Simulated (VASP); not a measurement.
Runs of VASP 6.6.1 on AlNi. The structure is that of space group Pm-3m (No. 221), or close to it. The cells are those of the table. 

```csv
cell,k mesh,smearing,further INCAR settings,gap on the mesh (eV),pressure (GPa)
"a = 2.887, b = 2.887, c = 2.830 Å, 2 atoms",18 × 18 × 18,gaussian 0.1 eV,ALGO = Fast; EDIFF = 1e-06; NBANDS = 14,none,-1.1
"a = 2.887, b = 2.887, c = 2.898 Å, 2 atoms",16 × 16 × 14,gaussian 0.1 eV,ALGO = Fast; EDIFF = 1e-06; NBANDS = 14,none,-5.0
"a = 2.944, b = 2.944, c = 2.771 Å, 2 atoms",18 × 18 × 18,gaussian 0.1 eV,ALGO = Fast; EDIFF = 1e-07; NBANDS = 14,none,(b)
"a = 2.859, b = 2.859, c = 2.869 Å, 2 atoms",16 × 16 × 14,gaussian 0.1 eV,ALGO = Fast; EDIFF = 1e-07; NBANDS = 14,none,0.1
"a = 2.862, b = 2.862, c = 2.865 Å, 2 atoms",16 × 16 × 14,fermi-dirac 0.15 eV,ALGO = Fast; EDIFF = 1e-06; NBANDS = 14,none,(a)
```

Alike in all rows: task single point; level PBEsol; potentials or basis VASP PAW PBE potentials, release 64 (Al, Ni); no spin polarisation; cutoff (eV) 520.

Q: Fill in the values left out.

A: (a) -0.2; (b) -3.6.

Caveats: the PAW data sets were made with another functional, which shifts forces and pressure a little.

A gap of «none» marks levels without a gap at the run's occupations.
